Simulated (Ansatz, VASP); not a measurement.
# Two plane-wave programs on ZrSi2

```
CELL_PARAMETERS angstrom
-3.70518 0.00000 0.00000
0.00000 0.00000 -3.67907
0.00000 -17.78803 0.00000
ATOMIC_POSITIONS crystal
Zr 0.00000 0.25000 0.59621
Zr 0.50000 0.25000 0.18054
Zr 0.00000 0.75000 0.77135
Zr 0.50000 0.75000 0.35568
Si 0.00000 0.25000 0.31225
Si 0.50000 0.25000 0.72793
Si 0.00000 0.75000 0.22396
Si 0.50000 0.75000 0.63964
Si 0.00000 0.25000 0.06053
Si 0.50000 0.25000 0.47621
Si 0.00000 0.75000 0.47569
Si 0.50000 0.75000 0.06001
```

Alike in both runs: task single point; functional PBE; k mesh 13 × 13 × 4; occupations gaussian, width 0.15 eV; no spin polarisation.

```csv
,VASP,Ansatz
version,VASP 6.6.1,Ansatz 0.2.0
potentials or method,"VASP PAW PBE potentials, release 64 (Zr_sv, Si), cutoff 500 eV","scalar-relativistic, plane waves, PAW"
valence electrons in the cell,80,80
```

VASP gave:

| Property | Result |
| --- | --- |
| gap on the k mesh at the Fermi level (eV) | none |
| pressure (GPa) | -1.7 |
| traceless stress, the component that is largest in VASP (GPa) | 0.52 |
| rms of the force components (eV/Å) | 0.297 |

Estimate Ansatz's values.

gap on the k mesh at the Fermi level (eV): none; pressure (GPa): -1.7; traceless stress, the component that is largest in VASP (GPa): 0.52; rms of the force components (eV/Å): 0.298.

Atom by atom the forces differ by 0.004 eV/Å (rms over components). A gap of «none» marks a metal or a gap that the smearing closes.
